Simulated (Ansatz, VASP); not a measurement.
## One calculation of K3Te2, two programs

```
CELL_PARAMETERS angstrom
4.90610 2.83254 5.02270
-4.90610 2.83254 5.02270
0.00000 -5.66508 5.02270
ATOMIC_POSITIONS crystal
K 0.05331 0.44669 0.75000
K 0.75000 0.05331 0.44669
K 0.44669 0.75000 0.05331
K 0.94669 0.55331 0.25000
K 0.25000 0.94669 0.55331
K 0.55331 0.25000 0.94669
Te 0.87941 0.87941 0.87941
Te 0.62059 0.62059 0.62059
Te 0.12059 0.12059 0.12059
Te 0.37941 0.37941 0.37941
```

Alike in both runs: functional PBE; k mesh 6 × 6 × 6; occupations gaussian, width 0.02 eV; no spin polarisation.

Ansatz relaxed the structure, and its values are those at the end. VASP's run is a single point on that final structure, the one shown.

|  | VASP | Ansatz |
| --- | --- | --- |
| version | VASP 6.6.1 | Ansatz 0.2.0 |
| potentials or method | VASP PAW PBE potentials, release 64 (K_sv, Te), cutoff 500 eV | scalar-relativistic, plane waves, PAW |
| valence electrons in the cell | 78 | 118 |

```csv
,VASP,Ansatz,Ansatz less VASP
gap on the k mesh at the Fermi level (eV),none,none,-
pressure (GPa),0.0,0.0,-0.02
```

A gap of «none» marks a metal or a gap that the smearing closes. VASP's potentials hold 78 valence electrons a cell and Ansatz's 118, so a difference there can come from the potentials and not from the codes.

Spin-orbit coupling is off throughout.
